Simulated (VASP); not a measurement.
BN:

```
N B
1.0
     2.55394    0.00000    0.00000
    -1.27697    2.21178    0.00000
     0.00000    0.00000    4.22685
N B
2 2
Direct
  0.33333 0.66667 0.12528
  0.66667 0.33333 0.62528
  0.33333 0.66667 0.49972
  0.66667 0.33333 0.99972
```

```yaml
Program: VASP 6.6.1
Task: relaxation of cell and atoms
Functional: PBEsol
Dispersion: D4
Potentials_or_basis: VASP PAW PBE potentials, release 64 (N, B)
Cutoff: 600 eV
k_mesh: 12 × 12 × 6
Occupations: fermi-dirac, width 0.05 eV
Spin: no spin polarisation
```

At the start: pressure -8.8 GPa; volume 5.97 Å³/atom.

How do energy, volume and symmetry change on relaxing?

Over 6 steps the energy falls by 3.9 meV/atom and the volume is 5.83 Å³/atom (-2.3 %); space group P6_3mc (No. 186, to 0.05 Å).

Step by step:
```
step  energy change (eV)  largest force (eV/Å)  pressure (GPa)  volume (Å³)
   1              0.0000                0.0098           -8.80        23.88
   2              0.0023                0.0480           10.18        22.76
   3             -0.0154                0.0178           -0.04        23.33
   4             -0.0154                0.0184            0.14        23.32
   5             -0.0154                0.0209           -0.14        23.33
   6             -0.0154                0.0008            0.01        23.33
```

Final structure:
```yaml
crystal:
  lattice:
    - [2.53464, 0.00000, 0.00000]
    - [-1.26732, 2.19506, 0.00000]
    - [0.00000, 0.00000, 4.19260]
  atoms:
    - { symbol: N, position: [0.33333, 0.66667, 0.12531] }
    - { symbol: N, position: [0.66667, 0.33333, 0.62531] }
    - { symbol: B, position: [0.33333, 0.66667, 0.49969] }
    - { symbol: B, position: [0.66667, 0.33333, 0.99969] }
```

Caveat: the PAW data sets were made with another functional, which shifts forces and pressure a little.
